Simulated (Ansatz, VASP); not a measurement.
**One calculation of Al3Cu2, two programs**

```
Al Cu
1.0
     3.77070    0.00000    0.00000
    -1.88535    3.26552    0.00000
     0.00000    0.00000    5.18138
Al Cu
3 2
Direct
  0.00000 0.00000 0.00000
  0.33333 0.66667 0.35151
  0.66667 0.33333 0.64849
  0.33333 0.66667 0.84229
  0.66667 0.33333 0.15771
```

Alike in both runs: task single point; functional PBEsol; k mesh 12 × 12 × 10; no spin polarisation; Hubbard terms Cu d U = 1.0 eV.

```csv
,VASP,Ansatz
version,VASP 6.6.1,Ansatz 0.2.0
potentials or method,"VASP PAW PBE potentials, release 64 (Al, Cu), cutoff 600 eV","scalar-relativistic, plane waves, PAW"
occupations,"methfessel-paxton of order 1, width 0.15 eV","methfessel-paxton of order 1, width 0.005 eV"
valence electrons in the cell,31,47
```

Ansatz gave:

```
gap on the k mesh at the Fermi level (eV)                     : none
pressure (GPa)                                                : 21.6
traceless stress, the component that is largest in VASP (GPa) : -17.28
rms of the force components (eV/Å)                            : 0.160
```

Estimate VASP's values.

gap on the k mesh at the Fermi level (eV): none; pressure (GPa): 21.6; traceless stress, the component that is largest in VASP (GPa): -17.00; rms of the force components (eV/Å): 0.151.

VASP's potentials were made for PBE, not for PBEsol. The programs project onto different local orbitals, so the same U acts differently, and such runs can settle in different states. Atom by atom the forces differ by 0.010 eV/Å (rms over components). A gap of «none» marks a metal or a gap that the smearing closes. VASP's potentials hold 31 valence electrons a cell and Ansatz's 47, so a difference there can come from the potentials and not from the codes. Ansatz's warnings: filled band counts differ across k points.
